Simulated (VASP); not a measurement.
# PbF2 (Fm-3m) in VASP: further runs

PbF2 is run at these levels: PBEsol; tasks: single point.

Program: VASP 6.6.1. These are calculated values, not measurements. Logs are shortened: lines on timing, memory, paths and dates and some standing lists are left out, and cuts for length are marked.

## (1) The cell of the first run

Symmetry: Fm-3m, No. 225, cubic system. Conventional cell: a = 5.701 Å, b = 5.701 Å, c = 5.701 Å, α = 90.00°, β = 90.00°, γ = 90.00°. Pb (site symmetry m-3m) has 8 F at 2.47 Å within 3.3 Å. F (site symmetry -43m) has 4 Pb at 2.47 Å and 6 F at 2.85 Å within 3.3 Å.

## (2) Single point, PBEsol

File INCAR:

```
ALGO = Normal ; EDIFF = 1E-6
ENCUT = 600 ; GGA = PS
GGA_COMPAT = F ; ISIF = 2
ISMEAR = -1 ; LASPH = T
LCHARG = F ; LREAL = F
LWAVE = F ; NBANDS = 21
NELM = 120 ; PREC = Accurate
SIGMA = 0.05
```

File KPOINTS:

```
k-points
0
Gamma
  8 8 8
```

File POSCAR:

```
PbF2
1.0
    0.0000000000      2.8504552223      2.8504552223
    2.8504552223      0.0000000000      2.8504552223
    2.8504552223      2.8504552223      0.0000000000
Pb F
1 2
Direct
    0.0000000000      0.0000000000      0.0000000000
    0.7500000000      0.7500000000      0.7500000000
    0.2500000000      0.2500000000      0.2500000000
```

Potentials or basis: VASP PAW PBE potentials, release 64 (Pb_d, F).

Started as:

```sh
cat potpaw_PBE.64/Pb_d/POTCAR potpaw_PBE.64/F/POTCAR > POTCAR
mpirun -np 1 vasp_std > vasp.out
```

OUTCAR:

```text
EDIFF = 1E-6
   ENCUT = 600
   GGA = PS
   ISIF = 2
   ISMEAR = -1
   LASPH = T
   LREAL = F
   NELM = 120
   PREC = Accurate

 ion  position               nearest neighbor table
   1  0.000  0.000  0.000-   2 2.47   3 2.47   2 2.47   2 2.47   2 2.47   3 2.47   3 2.47   3 2.47

   2  0.750  0.750  0.750-   1 2.47   1 2.47   1 2.47   1 2.47
   3  0.250  0.250  0.250-   1 2.47   1 2.47   1 2.47   1 2.47

  LATTYP: Found a face centered cubic cell.
 ALAT       =     5.7009104446

  Lattice vectors:

 A1 = (   0.0000000000,   2.8504552223,   2.8504552223)
 A2 = (   2.8504552223,   0.0000000000,   2.8504552223)
 A3 = (   2.8504552223,   2.8504552223,   0.0000000000)

Analysis of symmetry for initial positions (statically):
=====================================================================
 Subroutine PRICEL returns:
 Original cell was already a primitive cell.

 Routine SETGRP: Setting up the symmetry group for a
 face centered cubic supercell.

 Subroutine GETGRP returns: Found 48 space group operations
 (whereof 48 operations were pure point group operations)
 out of a pool of 48 trial point group operations.

The static configuration has the point symmetry O_h .

Analysis of symmetry for dynamics (positions and initial velocities):
=====================================================================
 Subroutine PRICEL returns:
 Original cell was already a primitive cell.

 Routine SETGRP: Setting up the symmetry group for a
 face centered cubic supercell.

 Subroutine GETGRP returns: Found 48 space group operations
 (whereof 48 operations were pure point group operations)
 out of a pool of 48 trial point group operations.

The dynamic configuration has the point symmetry O_h .

 Subroutine INISYM returns: Found 48 space group operations
 (whereof 48 operations are pure point group operations),
 and found     1 'primitive' translations

----------------------------------------------------------------------------------------

                                     Primitive cell

  volume of cell :      46.3204

  direct lattice vectors                    reciprocal lattice vectors
     0.000000000  2.850455222  2.850455222    -0.175410579  0.175410579  0.175410579
     2.850455222  0.000000000  2.850455222     0.175410579 -0.175410579  0.175410579
     2.850455222  2.850455222  0.000000000     0.175410579  0.175410579 -0.175410579

  length of vectors
     4.031152434  4.031152434  4.031152434     0.303820034  0.303820034  0.303820034

  position of ions in fractional coordinates (direct lattice)
     0.000000000  0.000000000  0.000000000
     0.750000000  0.750000000  0.750000000
     0.250000000  0.250000000  0.250000000

  ion indices of the primitive-cell ions
   primitive index   ion index
                 1           1
                 2           2
                 3           3

----------------------------------------------------------------------------------------

 KPOINTS: k-points

Automatic generation of k-mesh.
 Grid dimensions read from file:
 generate k-points for:    8    8    8

 Generating k-lattice:

  Cartesian coordinates                     Fractional coordinates (reciprocal lattice)
    -0.021926322  0.021926322  0.021926322     0.125000000  0.000000000  0.000000000
     0.021926322 -0.021926322  0.021926322     0.000000000  0.125000000  0.000000000
     0.021926322  0.021926322 -0.021926322     0.000000000  0.000000000  0.125000000

  Length of vectors
     0.037977504  0.037977504  0.037977504

  Shift w.r.t. Gamma in fractional coordinates (k-lattice)
     0.000000000  0.000000000  0.000000000

 Subroutine IBZKPT returns following result:
 ===========================================

 Found     29 irreducible k-points:

 Following reciprocal coordinates:
            Coordinates               Weight
  0.000000  0.000000  0.000000      1.000000
  0.125000  0.000000  0.000000      8.000000
  0.250000  0.000000  0.000000      8.000000
  0.375000  0.000000  0.000000      8.000000
  0.500000  0.000000  0.000000      4.000000
  0.125000  0.125000  0.000000      6.000000
[... 16 lines left out ...]
  0.500000  0.250000  0.125000     48.000000
 -0.375000  0.250000  0.125000     24.000000
 [... further k-points ...]
   k-points           NKPTS =     29   k-points in BZ     NKDIM =     29   number of bands    NBANDS=     21
   number of dos      NEDOS =    301   number of ions     NIONS =      3
   total plane-waves  NPLWV =  32768
   dimension x,y,z NGX =    32 NGY =   32 NGZ =   32
   dimension x,y,z NGXF=    64 NGYF=   64 NGZF=   64
   ions per type =               1   2
   NGX,Y,Z   is equivalent  to a cutoff of  13.20, 13.20, 13.20 a.u.
   NGXF,Y,Z  is equivalent  to a cutoff of  26.39, 26.39, 26.39 a.u.
 SYSTEM =  unknown system
   PREC   = accura    normal or accurate (medium, high low for compatibility)
   ISTART =      0    job   : 0-new  1-cont  2-samecut
   ICHARG =      2    charge: 1-file 2-atom 10-const
   ISPIN  =      1    spin polarized calculation?
   LNONCOLLINEAR =      F non collinear calculations
   LSORBIT =      F    spin-orbit coupling
   LASPH  =      T    aspherical Exc in radial PAW
   ENCUT  =  600.0 eV  44.10 Ry    6.64 a.u.   8.05  8.05  8.05*2*pi/ulx,y,z
   NELM   =    120;   NELMIN=  2; NELMDL= -5     # of ELM steps
   EDIFF  = 0.1E-05   stopping-criterion for ELM
   LREAL  =      F    real-space projection
   EDIFFG = 0.1E-04   stopping-criterion for IOM
   NSW    =      0    number of steps for IOM
   IBRION =     -1    ionic relax: 0-MD 1-quasi-New 2-CG
   NFREE  =      0    steps in history (QN), initial steepest desc. (CG)
   ISIF   =      2    stress and relaxation
   ISYM   =      2    0-nonsym 1-usesym 2-fastsym
   POTIM  = 0.5000    time-step for ionic-motion
   TEBEG  =    0.0;   TEEND  =   0.0 temperature during run
   PSTRESS=    0.0 pullay stress
   NELECT =      28.0000    total number of electrons
   NUPDOWN=      -1.0000    fix difference up-down
   EMIN   =  10.00;   EMAX   =-10.00  energy-range for DOS
   EFERMI =   0.00;   METHOD = LEGACY
   ISMEAR =    -1;   SIGMA  =   0.05  broadening in eV -4-tet -1-fermi 0-gaus
   EFERMI_NEDOS =   21; number of points for ismear=-14 and -15
   IALGO  =     38    algorithm
   IMIX   =      4    mixing-type and parameters
     AMIX     =   0.40;   BMIX     =  1.00
     AMIX_MAG =   1.60;   BMIX_MAG =  1.00
  volume/ion in A,a.u.               =      15.44       104.20
  Fermi-wavevector in a.u.,A,eV,Ry     =   1.384214  2.615785 26.069427  1.916049
  Thomas-Fermi vector in A             =   2.508739
   LORBIT       =      0    0 simple, 1 ext, 2 COOP (PROOUT), +10 PAW based schemes
   GGA     = PS    functional components
   LHFCALC =     F    Hartree Fock is set to
   AEXX    =    0.0000 exact exchange contribution
   IVDW    =     0    specifies the selected vdW correction
   LEPSILON=     F    determine dielectric tensor
   LRPA    =     F    only Hartree local field effects (RPA)
 non-spin polarized calculation
  energy-cutoff  :      600.00
  volume of cell :       46.32
 maximum number of plane-waves:      1572
   NGX = 17   NGY = 17   NGZ = 17

 number of electron      27.9999994 magnetization

 Free energy of the ion-electron system (eV)
  ---------------------------------------------------
  ext. energy  EPLUGINS =         0.00000000
  ---------------------------------------------------
  free energy    TOTEN  =       -14.79586471 eV

  energy without entropy =      -14.79586471  energy(sigma->0) =      -14.79586471

 E-fermi :   4.4694     XC(G=0): -10.2771

 val. band max:        3.3043813408   @ k =  -0.2500   0.5000   0.2500
 cond. band min:       7.5467286212   @ k =   0.5000   0.5000   0.0000
 fundamental gap:      4.2423472804
 Fermi energy:         4.4693906913

 k-point     1 :       0.0000    0.0000    0.0000
  band No.  band energies     occupation
      1     -18.7482      2.00000
      2     -17.8623      2.00000
      3     -11.3039      2.00000
      4     -11.3039      2.00000
      5     -11.3039      2.00000
      6     -11.1694      2.00000
[... 13 lines left out ...]
     20      18.4663      0.00000
     21      21.2352      0.00000

 k-point     2 :       0.1250    0.0000    0.0000
  band No.  band energies     occupation
      1     -18.7054      2.00000
      2     -17.9026      2.00000
      3     -11.2928      2.00000
      4     -11.2928      2.00000
      5     -11.2494      2.00000
      6     -11.1698      2.00000
[... 13 lines left out ...]
     20      18.0478      0.00000
     21      20.5803      0.00000

 k-point     3 :       0.2500    0.0000    0.0000
  band No.  band energies     occupation
      1     -18.5925      2.00000
      2     -18.0054      2.00000
      3     -11.2723      2.00000
      4     -11.2723      2.00000
      5     -11.1641      2.00000
      6     -11.1641      2.00000
[... 13 lines left out ...]
     20      17.4681      0.00000
     21      19.3338      0.00000

 k-point     4 :       0.3750    0.0000    0.0000
  band No.  band energies     occupation
      1     -18.4485      2.00000
      2     -18.1339      2.00000
      3     -11.2633      2.00000
      4     -11.2633      2.00000
      5     -11.1462      2.00000
      6     -11.1462      2.00000
[... 13 lines left out ...]
     20      17.1456      0.00000
     21      18.3997      0.00000

 k-point     5 :       0.5000    0.0000    0.0000
  band No.  band energies     occupation
      1     -18.3439      2.00000
      2     -18.2306      2.00000
      3     -11.2627      2.00000
      4     -11.2627      2.00000
      5     -11.1355      2.00000
      6     -11.1355      2.00000
[... 13 lines left out ...]
     20      17.0598      0.00000
     21      18.0772      0.00000
[... 382 lines left out ...]
     20      19.6814      0.00000
     21      20.7386      0.00000

 k-point    22 :       0.3750    0.2500    0.1250
  band No.  band energies     occupation
      1     -18.5116      2.00000
      2     -18.0729      2.00000
      3     -11.2351      2.00000
      4     -11.2278      2.00000
      5     -11.1863      2.00000
      6     -11.1413      2.00000
[... 13 lines left out ...]
     20      19.1478      0.00000
     21      19.9307      0.00000

 k-point    23 :       0.5000    0.2500    0.1250
  band No.  band energies     occupation
      1     -18.3964      2.00000
      2     -18.1712      2.00000
      3     -11.2184      2.00000
      4     -11.2169      2.00000
      5     -11.1642      2.00000
      6     -11.1175      2.00000
[... 13 lines left out ...]
     20      19.7218      0.00000
     21      20.1026      0.00000

 k-point    24 :      -0.3750    0.2500    0.1250
  band No.  band energies     occupation
      1     -18.3081      2.00000
      2     -18.2513      2.00000
      3     -11.2164      2.00000
      4     -11.2162      2.00000
      5     -11.1440      2.00000
      6     -11.1080      2.00000
[... 13 lines left out ...]
     20      20.0150      0.00000
     21      20.1530      0.00000

 [... further k-points ...]

------------------------ aborting loop because EDIFF is reached ----------------------------------------

  FORCE on cell =-STRESS in cart. coord.  units (eV):
  Direction    XX          YY          ZZ          XY          YZ          ZX
  --------------------------------------------------------------------------------------
  -------------------------------------------------------------------------------------
  Total        2.8267003      2.8267003      2.8267003     -0.0000000      0.0000000      0.0000000
  in kB       97.7727158     97.7727158     97.7727158     -0.0000000      0.0000000      0.0000000
  external PRESSURE =      97.7727158 kB  Pullay stress =       0.0000000 kB

 VOLUME and BASIS-vectors are now :
 -----------------------------------------------------------------------------
  energy-cutoff  :      600.00
  volume of cell :       46.32
      direct lattice vectors                 reciprocal lattice vectors
     0.000000000  2.850455222  2.850455222    -0.175410579  0.175410579  0.175410579
     2.850455222  0.000000000  2.850455222     0.175410579 -0.175410579  0.175410579
     2.850455222  2.850455222  0.000000000     0.175410579  0.175410579 -0.175410579

 POSITION                                       TOTAL-FORCE (eV/Angst)
 -----------------------------------------------------------------------------------
      0.00000      0.00000      0.00000        -0.000000      0.000000      0.000000
      4.27568      4.27568      4.27568        -0.000000     -0.000000     -0.000000
      1.42523      1.42523      1.42523         0.000000      0.000000      0.000000
 -----------------------------------------------------------------------------------
    total drift:                                0.000000     -0.000000      0.000000

  FREE ENERGIE OF THE ION-ELECTRON SYSTEM (eV)
  ---------------------------------------------------
  free  energy   TOTEN  =       -14.7958647130 eV

  energy  without entropy=      -14.7958647130  energy(sigma->0) =      -14.79586471
```

Wall time 49 s (1 thread of Intel Xeon 8259CL, shared host); peak memory 0.19 GiB.

What came out:

* Free energy: -14.7959 eV
* Pressure: 9.8 GPa
* Band gap on the k mesh: 4.24 eV (least direct gap 4.41 eV)

Caveat: the cell stands under pressure; the PAW data sets were made with another functional, which shifts forces and pressure a little; spin-orbit coupling is left out, which moves the levels of the heavy elements. A k mesh can miss the band edges.

## (3) Single point, PBEsol

This run uses another cell than the first one, of 16.15 Å³/atom.

INCAR is that of step 2.

KPOINTS is that of step 2.

File POSCAR:

```
PbF2
1.0
    0.0000000000      2.8937715183      2.8937715183
    2.8937715183      0.0000000000      2.8937715183
    2.8937715183      2.8937715183      0.0000000000
Pb F
1 2
Direct
    0.0000000000      0.0000000000      0.0000000000
    0.7500000000      0.7500000000      0.7500000000
    0.2500000000      0.2500000000      0.2500000000
```

Potentials or basis: VASP PAW PBE potentials, release 64 (Pb_d, F).

Started as:

```sh
cat potpaw_PBE.64/Pb_d/POTCAR potpaw_PBE.64/F/POTCAR > POTCAR
mpirun -np 1 vasp_std > vasp.out
```

It took 87 s on 1 thread of Intel Xeon 8259CL, shared host; peak memory 0.22 GiB.

The run converged. Its results:

| Property | Result |
| --- | --- |
| Free energy | -14.8963 eV |
| Pressure | 4.8 GPa |
| Band gap on the k mesh | 4.27 eV (least direct gap 4.44 eV) |

Levels at points of the mesh, in eV from the valence-band top:
```csv
k point,band 10,band 11,band 12,band 13,band 14,band 15,band 16,band 17,band 18,band 19
"(0.00, 0.00, 0.00)",-2.97,-2.97,-2.46,-2.46,-2.46,6.71,6.71,6.71,10.65,15.10
"(0.50, 0.00, 0.00)",-3.25,-3.25,-2.62,-2.62,-0.07,4.89,7.79,7.79,13.16,13.71
"(0.50, 0.50, 0.00)",-4.23,-1.99,-1.96,-1.96,-0.16,4.27,8.07,8.07,8.61,14.33
```

Caveat: the cell stands under pressure; the PAW data sets were made with another functional, which shifts forces and pressure a little; spin-orbit coupling is left out, which moves the levels of the heavy elements.
